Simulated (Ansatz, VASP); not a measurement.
CdH6: VASP beside Ansatz

```xyz
7
Lattice="3.5527 0.0000 0.0000 0.0000 3.5527 0.0000 0.0000 0.0000 5.1549" Properties=species:S:1:pos:R:3 pbc="T T T"
Cd    0.0000    0.0000    4.9969
H     0.6379    0.6379    2.4187
H     2.9148    2.9148    2.4187
H     2.9148    0.6379    2.4187
H     0.6379    2.9148    2.4187
H     1.7764    0.0000   -0.1572
H     0.0000    1.7764   -0.1572
```

Alike in both runs: functional PBE; k mesh 4 × 4 × 6; occupations gaussian, width 0.1 eV; no spin polarisation.

Ansatz relaxed the structure, and its values are those at the end. VASP's run is a single point on that final structure, the one shown.

|  | VASP | Ansatz |
| --- | --- | --- |
| version | VASP 6.6.1 | Ansatz 0.2.0 |
| potentials or method | VASP PAW PBE potentials, release 64 (Cd, H), cutoff 520 eV | scalar-relativistic, plane waves, PAW |
| valence electrons in the cell | 18 | 26 |

VASP gave:

| Property | Result |
| --- | --- |
| gap on the k mesh at the Fermi level (eV) | none |
| pressure (GPa) | 0.4 |
| rms of the force components (eV/Å) | 0.001 |

Task: Which values does Ansatz return?

Result: gap on the k mesh at the Fermi level (eV): none; pressure (GPa): 0.2; rms of the force components (eV/Å): 0.004.

A gap of «none» marks a metal or a gap that the smearing closes. The functional is the same, so the differences come from potentials, cutoffs and numerics. VASP's potentials hold 18 valence electrons a cell and Ansatz's 26, so a difference there can come from the potentials and not from the codes.

The k mesh is coarse, so the values compare programs but aren't converged.
